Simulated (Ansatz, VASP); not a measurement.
LiCl: VASP beside Ansatz

```
CELL_PARAMETERS angstrom
3.50197 0.00000 0.00000
-1.75099 3.03279 0.00000
0.00000 0.00000 5.90111
ATOMIC_POSITIONS crystal
Li 0.00000 0.00000 0.00000
Li 0.00000 0.00000 0.50000
Cl 0.33333 0.66667 0.25000
Cl 0.66667 0.33333 0.75000
```

Alike in both runs: task single point; functional r2SCAN; k mesh 6 × 6 × 4; no spin polarisation.

|  | VASP | Ansatz |
| --- | --- | --- |
| version | VASP 6.6.1 | Ansatz 0.2.0 |
| potentials or method | VASP PAW PBE potentials, release 64 (Li_sv, Cl) | plane waves, PAW |
| plane-wave cutoff (eV) | 520 | 500 |
| occupations | gaussian, width 0.01 eV | fixed |
| valence electrons in the cell | 20 | 20 |

Ansatz gave:

- gap on the k mesh at the Fermi level (eV): 7.65

Task: Estimate VASP's values.

Result: gap on the k mesh at the Fermi level (eV): 7.67.

VASP's potentials were made for PBE, not for r2SCAN.

Noted on VASP's run: the cutoff is short for stress, so the pressure is rough.
